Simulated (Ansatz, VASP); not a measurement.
HfN: VASP beside Ansatz

The input INCAR:

```
ALGO = Normal
EDIFF = 1E-7
ENCUT = 520
GGA = PE
ISIF = 2
ISMEAR = -1
LASPH = T
LCHARG = T
LELF = T
LREAL = F
LVHAR = T
LWAVE = F
NBANDS = 23
NELM = 80
PREC = Accurate
SIGMA = 0.05
```

KPOINTS

```
k-points
0
Gamma
  10 10 6
```

Contents of POSCAR:

```
HfN
1.0
    3.0112128015      0.0000000000      0.0000000000
   -1.5056064008      2.6077867823      0.0000000000
    0.0000000000      0.0000000000      5.4862981050
Hf N
2 2
Direct
    0.0000000000      0.0000000000      0.0000000000
    0.0000000000      0.0000000000      0.5000000000
    0.3333333333      0.6666666667      0.2500000000
    0.6666666667      0.3333333333      0.7500000000
```

Input for Ansatz:

```yaml
crystal:
  lattice:
    - [3.0112128015, 0.0, 0.0]
    - [-1.5056064008, 2.6077867823, 0.0]
    - [0.0, 0.0, 5.486298105]
  atoms:
    - { symbol: Hf, position: [0.0, 0.0, 0.0] }
    - { symbol: Hf, position: [0.0, 0.0, 0.5] }
    - { symbol: "N", position: [0.3333333333, 0.6666666667, 0.25] }
    - { symbol: "N", position: [0.6666666667, 0.3333333333, 0.75] }
kpoints:
  mp_grid: { grid: [10, 10, 6] }
scf:
  occupations: { method: fermi_dirac, width: 0.05 }
hamiltonian:
  xc: pbe
  pseudopotentials: { kind: all_electron, datasets: crystal }
output:
  forces: true
  stress: true
  eigenvalues: true
```

Change from the starting cell: volume scaled by 0.88, crystal datasets.

Alike in both runs: task single point; functional PBE; k mesh 10 × 10 × 6; occupations fermi-dirac, width 0.05 eV; no spin polarisation.

|  | VASP | Ansatz |
| --- | --- | --- |
| version | VASP 6.6.1 | Ansatz 0.2.0 |
| potentials or method | VASP PAW PBE potentials, release 64 (Hf_pv, N), cutoff 520 eV | all-electron PAW with datasets made for the crystal, scalar-relativistic |

|  | VASP | Ansatz | Ansatz less VASP |
| --- | --- | --- | --- |
| pressure (GPa) | 37.5 | 40.0 | +2.55 |
| traceless stress, the component that is largest in VASP (GPa) | -1.00 | 0.08 | +1.078 |

Both programs put the cell under a high pressure, so it lies far from rest at this level. Ansatz ran all-electron here, and VASP with PAW potentials.

Neither program's run includes spin-orbit coupling.
